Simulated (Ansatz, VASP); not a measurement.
SiC: VASP beside Ansatz

```
CELL_PARAMETERS angstrom
3.07595 0.00000 0.00000
-1.53797 2.66385 0.00000
0.00000 0.00000 5.04774
ATOMIC_POSITIONS crystal
Si 0.66667 0.33333 0.99959
Si 0.33333 0.66667 0.49959
C 0.66667 0.33333 0.37541
C 0.33333 0.66667 0.87541
```

Alike in both runs: functional PBEsol; k mesh 12 × 12 × 6; occupations gaussian, width 0.02 eV; no spin polarisation.

Ansatz relaxed the structure, and its values are those at the end. VASP's run is a single point on that final structure, the one shown.

|  | VASP | Ansatz |
| --- | --- | --- |
| version | VASP 6.6.1 | Ansatz 0.2.0 |
| potentials or method | VASP PAW PBE potentials, release 64 (Si, C), cutoff 520 eV | scalar-relativistic, plane waves, PAW |
| valence electrons in the cell | 16 | 16 |

VASP gave:

* gap on the k mesh at the Fermi level (eV): 2.11
* least direct gap on the mesh (eV): 3.85
* pressure (GPa): 0.3

Estimate Ansatz's values.

gap on the k mesh at the Fermi level (eV): 2.12; least direct gap on the mesh (eV): 3.86; pressure (GPa): 0.0.

VASP's potentials were made for PBE, not for PBEsol. With one functional, cell and mesh, what is left measures potentials, basis and numerics.
